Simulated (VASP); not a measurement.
# Cu12O in VASP: notebook

Runs on Cu12O. Level: PBE. Tasks: single point.

Everything below comes from runs of VASP 6.6.1. Logs are shortened: lines on timing, memory, paths and dates and some standing lists are left out, and cuts for length are marked.

**1. The cell of the first run**

The cell holds a slab with vacuum, 13 atoms: a = 5.133 Å, b = 5.133 Å, c = 19.624 Å, α = 90.00°, β = 90.00°, γ = 120.00°.

**2. Single point, PBE**

Input file INCAR:

```
SYSTEM = Cu12O
PREC     = Accurate       ! precision mode
ENCUT    = 520            ! plane-wave cutoff, eV
EDIFF    = 1E-6           ! SCF threshold, eV
ISMEAR   = 0              ! smearing method
SIGMA    = 0.1            ! smearing width, eV
LREAL    = .False.        ! projectors in reciprocal space
LASPH    = .True.         ! aspherical terms in the spheres
NELM     = 60             ! most SCF steps
ALGO     = Normal         ! electronic algorithm
ISIF     = 2              ! what is computed and relaxed
LWAVE    = .False.        ! write WAVECAR
LCHARG   = .True.         ! write CHGCAR
LDIPOL   = .True.       
IDIPOL   = 3            
DIPOL    = 0.5 0.5 0.322
GGA      = PE             ! functional
LELF     = .True.         ! ELF
LVHAR    = .True.       
LVACPOTAV= .True.       
NBANDS   = 81             ! bands
```

Input file KPOINTS:

```
regular mesh
0
Gamma
  6 6 1
  0 0 0
```

Input file POSCAR:

```
Cu12O
1.0
    5.1332392722      0.0000000000      0.0000000000
   -2.5666196361      4.4455156134      0.0000000000
    0.0000000000      0.0000000000     19.6236279128
Cu O
12 1
Direct
    0.3333333333      0.1666666666      0.2038359073
    0.3333333333      0.6666666666      0.2038359073
    0.8333333333      0.1666666666      0.2038359073
    0.8333333333      0.6666666666      0.2038359073
    0.1666666667      0.3333333334      0.3089002473
    0.1666666667      0.8333333333      0.3089002473
    0.6666666667      0.3333333333      0.3089002473
    0.6666666667      0.8333333333      0.3089002473
    0.0000000000      0.0000000000      0.4139717665
    0.0000000000      0.5000000000      0.4139717665
    0.5000000000      0.0000000000      0.4139717665
    0.5000000000      0.5000000000      0.4139717665
    0.0000000000      0.2500000000      0.4796987073
```

Potentials or basis: VASP PAW PBE potentials, release 64 (Cu, O).

On the command line:

```console
$ cat potpaw_PBE.64/Cu/POTCAR potpaw_PBE.64/O/POTCAR > POTCAR
$ mpirun -np 1 vasp_std > vasp.out
```

OUTCAR:

```text
SYSTEM = Cu12O
   PREC = Accurate
   ENCUT = 520
   EDIFF = 1E-6
   ISMEAR = 0
   LREAL = .False.
   LASPH = .True.
   NELM = 60
   ISIF = 2
   GGA = PE

 ion  position               nearest neighbor table
   1  0.333  0.167  0.204-   6 2.54   5 2.54   7 2.54   4 2.57   2 2.57   2 2.57   4 2.57   3 2.57
                             3 2.57
   2  0.333  0.667  0.204-   5 2.54   6 2.54   8 2.54   3 2.57   1 2.57   1 2.57   3 2.57   4 2.57
                             4 2.57
   3  0.833  0.167  0.204-   8 2.54   7 2.54   5 2.54   4 2.57   2 2.57   4 2.57   2 2.57   1 2.57
                             1 2.57
   4  0.833  0.667  0.204-   7 2.54   8 2.54   6 2.54   3 2.57   1 2.57   3 2.57   1 2.57   2 2.57
                             2 2.57
   5  0.167  0.333  0.309-   2 2.54   1 2.54   3 2.54  12 2.54  10 2.54   9 2.54   6 2.57   8 2.57
                             7 2.57   8 2.57   7 2.57   6 2.57
   6  0.167  0.833  0.309-   1 2.54   2 2.54   4 2.54  10 2.54  11 2.54   9 2.54   5 2.57   7 2.57
                             7 2.57   8 2.57   8 2.57   5 2.57
   7  0.667  0.333  0.309-   4 2.54   3 2.54   1 2.54  11 2.54  10 2.54  12 2.54   5 2.57   8 2.57
                             6 2.57   8 2.57   6 2.57   5 2.57
   8  0.667  0.833  0.309-   3 2.54   4 2.54   2 2.54  12 2.54   9 2.54  11 2.54   5 2.57   7 2.57
                             7 2.57   6 2.57   6 2.57   5 2.57
   9  0.000  0.000  0.414-  13 1.82   8 2.54   5 2.54   6 2.54  12 2.57  10 2.57  10 2.57  12 2.57
                            11 2.57  11 2.57
  10  0.000  0.500  0.414-  13 1.82   6 2.54   7 2.54   5 2.54  11 2.57   9 2.57   9 2.57  11 2.57
                            12 2.57  12 2.57
  11  0.500  0.000  0.414-   7 2.54   6 2.54   8 2.54  10 2.57  12 2.57  12 2.57  10 2.57   9 2.57
                             9 2.57
  12  0.500  0.500  0.414-   8 2.54   5 2.54   7 2.54   9 2.57  11 2.57  11 2.57   9 2.57  10 2.57
                            10 2.57
  13  0.000  0.250  0.480-   9 1.82  10 1.82

  LATTYP: Found a hexagonal cell.
 ALAT       =     5.1332392722
 C/A-ratio  =     3.8228547068

  Lattice vectors:

 A1 = (   5.1332392722,   0.0000000000,   0.0000000000)
 A2 = (  -2.5666196361,   4.4455156134,   0.0000000000)
 A3 = (   0.0000000000,   0.0000000000,  19.6236279128)

Analysis of symmetry for initial positions (statically):
=====================================================================
 Subroutine PRICEL returns:
 Original cell was already a primitive cell.

 Routine SETGRP: Setting up the symmetry group for a
 hexagonal supercell.

 Subroutine GETGRP returns: Found  2 space group operations
 (whereof  1 operations were pure point group operations)
 out of a pool of 24 trial point group operations.

The static configuration has the point symmetry C_1 .
 The point group associated with its full space group is C_1h.

Analysis of symmetry for dynamics (positions and initial velocities):
=====================================================================
 Subroutine PRICEL returns:
 Original cell was already a primitive cell.

 Routine SETGRP: Setting up the symmetry group for a
 hexagonal supercell.

 Subroutine GETGRP returns: Found  2 space group operations
 (whereof  1 operations were pure point group operations)
 out of a pool of 24 trial point group operations.

The dynamic configuration has the point symmetry C_1 .
 The point group associated with its full space group is C_1h.

 Subroutine INISYM returns: Found  2 space group operations
 (whereof  1 operations are pure point group operations),
 and found     1 'primitive' translations

----------------------------------------------------------------------------------------

                                     Primitive cell

  volume of cell :     447.8091

  direct lattice vectors                    reciprocal lattice vectors
     5.133239272  0.000000000  0.000000000     0.194808764  0.112472893  0.000000000
    -2.566619636  4.445515613  0.000000000     0.000000000  0.224945785  0.000000000
     0.000000000  0.000000000 19.623627913     0.000000000  0.000000000  0.050958977

  length of vectors
     5.133239272  5.133239272 19.623627913     0.224945785  0.224945785  0.050958977

  position of ions in fractional coordinates (direct lattice)
     0.333333333  0.166666667  0.203835907
     0.333333333  0.666666667  0.203835907
     0.833333333  0.166666667  0.203835907
     0.833333333  0.666666667  0.203835907
[... 53 lines left out ...]
            Coordinates               Weight
  0.000000  0.000000  0.000000      1.000000
  0.166667 -0.000000  0.000000      2.000000
  0.000000  0.166667  0.000000      4.000000
  0.333333  0.000000  0.000000      2.000000
  0.000000  0.333333  0.000000      4.000000
  0.500000 -0.000000  0.000000      1.000000
  0.000000  0.500000  0.000000      2.000000
  0.166667  0.166667  0.000000      4.000000
 -0.166667  0.333333  0.000000      2.000000
  0.333333  0.166667  0.000000      4.000000
 -0.166667  0.500000  0.000000      4.000000
  0.500000  0.333333  0.000000      4.000000
  0.333333  0.333333  0.000000      2.000000
   k-points           NKPTS =     13   k-points in BZ     NKDIM =     13   number of bands    NBANDS=     81
   number of dos      NEDOS =    301   number of ions     NIONS =     13
   total plane-waves  NPLWV = 240000
   dimension x,y,z NGX =    40 NGY =   40 NGZ =  150
   dimension x,y,z NGXF=    80 NGYF=   80 NGZF=  300
   ions per type =              12   1
   NGX,Y,Z   is equivalent  to a cutoff of  12.95, 12.95, 12.71 a.u.
   NGXF,Y,Z  is equivalent  to a cutoff of  25.91, 25.91, 25.42 a.u.
 SYSTEM =  Cu12O
   PREC   = accura    normal or accurate (medium, high low for compatibility)
   ISTART =      0    job   : 0-new  1-cont  2-samecut
   ICHARG =      2    charge: 1-file 2-atom 10-const
   ISPIN  =      1    spin polarized calculation?
   LNONCOLLINEAR =      F non collinear calculations
   LSORBIT =      F    spin-orbit coupling
   LASPH  =      T    aspherical Exc in radial PAW
   ENCUT  =  520.0 eV  38.22 Ry    6.18 a.u.   9.54  9.54 36.49*2*pi/ulx,y,z
   NELM   =     60;   NELMIN=  2; NELMDL= -5     # of ELM steps
   EDIFF  = 0.1E-05   stopping-criterion for ELM
   LREAL  =      F    real-space projection
   EDIFFG = 0.1E-04   stopping-criterion for IOM
   NSW    =      0    number of steps for IOM
   IBRION =     -1    ionic relax: 0-MD 1-quasi-New 2-CG
   NFREE  =      0    steps in history (QN), initial steepest desc. (CG)
   ISIF   =      2    stress and relaxation
   ISYM   =      2    0-nonsym 1-usesym 2-fastsym
   POTIM  = 0.5000    time-step for ionic-motion
   TEBEG  =    0.0;   TEEND  =   0.0 temperature during run
   PSTRESS=    0.0 pullay stress
   NELECT =     138.0000    total number of electrons
   NUPDOWN=      -1.0000    fix difference up-down
   EMIN   =  10.00;   EMAX   =-10.00  energy-range for DOS
   EFERMI =   0.00;   METHOD = LEGACY
   ISMEAR =     0;   SIGMA  =   0.10  broadening in eV -4-tet -1-fermi 0-gaus
   EFERMI_NEDOS =   21; number of points for ismear=-14 and -15
   IALGO  =     38    algorithm
   IMIX   =      4    mixing-type and parameters
     AMIX     =   0.40;   BMIX     =  1.00
     AMIX_MAG =   1.60;   BMIX_MAG =  1.00
  volume/ion in A,a.u.               =      34.45       232.46
  Fermi-wavevector in a.u.,A,eV,Ry     =   1.105784  2.089628 16.636629  1.222758
  Thomas-Fermi vector in A             =   2.242276
   LORBIT       =      0    0 simple, 1 ext, 2 COOP (PROOUT), +10 PAW based schemes
   GGA     = PE    functional components
   LHFCALC =     F    Hartree Fock is set to
   AEXX    =    0.0000 exact exchange contribution
   IVDW    =     0    specifies the selected vdW correction
   LEPSILON=     F    determine dielectric tensor
   LRPA    =     F    only Hartree local field effects (RPA)
 non-spin polarized calculation
 Gauss-broadening in eV      SIGMA  =   0.10
  energy-cutoff  :      520.00
  volume of cell :      447.81
 maximum number of plane-waves:     12133
 NGX is ok and might be reduce to    40
   NGX = 19   NGY = 19   NGZ = 73

 dipolmoment           0.000000      0.000000     -0.306798 electrons x Angstroem

 number of electron     138.0000023 magnetization

 dipolmoment           0.000000      0.000000      0.156071 electrons x Angstroem

 Free energy of the ion-electron system (eV)
  ---------------------------------------------------
  ext. energy  EPLUGINS =         0.00000000
  ---------------------------------------------------
  free energy    TOTEN  =       -46.98647784 eV

  energy without entropy =      -46.94779770  energy(sigma->0) =      -46.96713777

 E-fermi :  -1.0741     XC(G=0):  -5.1016

 val. band max:       -1.0756710792   @ k =   0.0000   0.0000   0.0000
 cond. band min:      -1.0554908768   @ k =   0.3333   0.3333   0.0000
 fundamental gap:      0.0201802024
 Fermi energy:        -1.0740638296

 k-point     1 :       0.0000    0.0000    0.0000
  band No.  band energies     occupation
      1     -18.9721      2.00000
      2      -9.6736      2.00000
      3      -7.6326      2.00000
      4      -6.2930      2.00000
      5      -6.1099      2.00000
      6      -6.0898      2.00000
[... 1081 lines left out ...]
     80       4.4235      0.00000
     81       5.0791      0.00000

------------------------ aborting loop because EDIFF is reached ----------------------------------------

  FORCE on cell =-STRESS in cart. coord.  units (eV):
  Direction    XX          YY          ZZ          XY          YZ          ZX
  --------------------------------------------------------------------------------------
  -------------------------------------------------------------------------------------
  Total       -2.5182384     -0.4728800      1.4197238     -1.7713323     -0.0260906     -0.0451906
  in kB       -9.0097861     -1.6918763      5.0795064     -6.3374958     -0.0933473     -0.1616835
  external PRESSURE =      -1.8740520 kB  Pullay stress =       0.0000000 kB

 VOLUME and BASIS-vectors are now :
 -----------------------------------------------------------------------------
  energy-cutoff  :      520.00
  volume of cell :      447.81
      direct lattice vectors                 reciprocal lattice vectors
     5.133239272  0.000000000  0.000000000     0.194808764  0.112472893  0.000000000
    -2.566619636  4.445515613  0.000000000     0.000000000  0.224945785  0.000000000
     0.000000000  0.000000000 19.623627913     0.000000000  0.000000000  0.050958977

 POSITION                                       TOTAL-FORCE (eV/Angst)
 -----------------------------------------------------------------------------------
      1.28331      0.74092      4.00000         0.006054      0.020815     -0.083071
     -0.00000      2.96368      4.00000         0.021054     -0.005165     -0.083071
      3.84993      0.74092      4.00000        -0.001879     -0.001085     -0.004315
      2.56662      2.96368      4.00000        -0.015297     -0.008832     -0.158550
      0.00000      1.48184      6.06174         0.058733      0.033909     -0.205440
     -1.28331      3.70460      6.06174        -0.056716     -0.032745      0.225343
      2.56662      1.48184      6.06174        -0.056950      0.047293      0.007085
      1.28331      3.70460      6.06174         0.012482     -0.072967      0.007085
      0.00000      0.00000      8.12363         0.589161     -0.843880     -0.048309
     -1.28331      2.22276      8.12363        -0.436241      0.932168     -0.048309
      2.56662      0.00000      8.12363         0.090057      0.051994      0.142419
      1.28331      2.22276      8.12363        -0.139339     -0.080448      0.073588
     -0.64165      1.11138      9.41343        -0.071118     -0.041060      0.175544
 -----------------------------------------------------------------------------------
    total drift:                               -0.000045     -0.000025     -0.006539

  FREE ENERGIE OF THE ION-ELECTRON SYSTEM (eV)
  ---------------------------------------------------
  free  energy   TOTEN  =       -46.9864778366 eV

  energy  without entropy=      -46.9477977033  energy(sigma->0) =      -46.96713777

 vacuum level on the upper side and lower side of the slab         4.953         3.715
```

It took 18 min on 1 thread of Intel Xeon Platinum 8488C (Sapphire Rapids), shared host; peak memory 0.74 GiB.

What came out:

```yaml
Free_energy: -46.9865 eV
Largest_force: 1.030 eV/Å
Band_gap_on_the_k_mesh: zero (bands 69 and 70 overlap by 0.28 eV)
```

Forces in eV/Å, atoms in the order of the input:
```
Cu   0.006  0.021 -0.083
Cu   0.021 -0.005 -0.083
Cu  -0.002 -0.001 -0.004
Cu  -0.015 -0.009 -0.159
Cu   0.059  0.034 -0.205
Cu  -0.057 -0.033  0.225
Cu  -0.057  0.047  0.007
Cu   0.012 -0.073  0.007
Cu   0.589 -0.844 -0.048
Cu  -0.436  0.932 -0.048
Cu   0.090  0.052  0.142
Cu  -0.139 -0.080  0.074
O   -0.071 -0.041  0.176
```

[end of part 1 of 2]

The gap in the log of VASP goes by the Fermi energy; the results here count the filled bands.